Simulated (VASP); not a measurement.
A run of VASP 6.6.1 is set up as follows.

INCAR

```
SYSTEM = Pd
PREC = Accurate
ENCUT = 520
EDIFF = 1E-6
ISMEAR = -1
SIGMA = 0.08
LREAL = .FALSE.
LASPH = .TRUE.
NELM = 60
ALGO = Normal
ISIF = 2
LWAVE = .FALSE.
LCHARG = .FALSE.
GGA = PE
NBANDS = 11
```

File KPOINTS:

```
regular mesh
0
G
  17 17 17
  0 0 0
```

The input POSCAR:

```
Pd
1.0
    0.0000000000      1.9723777266      1.9723777266
    1.9723777266      0.0000000000      1.9723777266
    1.9723777266      1.9723777266      0.0000000000
Pd
1
Direct
    0.0000000000      0.0000000000      0.0000000000
```

Potentials or basis: VASP PAW PBE potentials, release 64 (Pd).

The run is started by

```bash
$ cat potpaw_PBE.64/Pd/POTCAR > POTCAR
$ mpirun -np 1 vasp_std > vasp.out
```

Estimate the band gap on the k mesh.

zero (bands 5 and 6 overlap by 1.45 eV).

What does it give for the pressure?

-0.3 GPa.
